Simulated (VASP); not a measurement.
Write the native input for VASP 6.6.1 that does the following.

```yaml
Task: single point
Functional: PBEsol
Potentials_or_basis: VASP PAW PBE potentials, release 64 (Ti_sv, Ni)
Cutoff: 520 eV
k_mesh: 12 × 6 × 9
Occupations: fermi-dirac, width 0.05 eV
Spin: no spin polarisation
Dipole_correction: no
Further_INCAR_settings: ALGO = Normal; EDIFF = 1e-07; NBANDS = 30
```

The structure of TiNi lies in POSCAR:

```
TiNi
1.0
    2.7358030000      0.0000000000      0.0000000000
    0.0000000000      5.4716060000      0.0000000000
    0.0000000000      0.0000000000      3.5814100000
Ti Ni
2 2
Direct
    0.5000000000      0.2500000000      0.5000000000
    0.5000000000      0.7500000000      0.5000000000
    0.0000000000      0.0000000000      0.0000000000
    0.0000000000      0.5000000000      0.0000000000
```

One way to write it, as run:

INCAR

```
  PREC = Accurate
  ENCUT = 520
  EDIFF = 1E-7
  ISMEAR = -1
  SIGMA = 0.05
  LREAL = F
  LASPH = T
  NELM = 80
  ALGO = Normal
  ISIF = 2
  LWAVE = F
  LCHARG = F
  GGA = PS
  NBANDS = 30
```

KPOINTS

```
regular mesh
0
Gamma
  12 6 9
```

Potentials or basis: VASP PAW PBE potentials, release 64 (Ti_sv, Ni).

Command:

```console
$ cat potpaw_PBE.64/Ti_sv/POTCAR potpaw_PBE.64/Ni/POTCAR > POTCAR
$ mpirun -np 1 vasp_std > vasp.out
```

Results of the run:

| Property | Result |
| --- | --- |
| Pressure | -6.3 GPa |
| Band gap on the k mesh | zero (band 22 reaches 10.03 eV, above the bottom of band 23 at 8.78 eV) |

Caveat: the PAW data sets were made with another functional, which shifts forces and pressure a little.

Wall time 6.6 min on 1 thread of Intel Xeon 8259CL (shared host), peak memory 0.31 GiB.
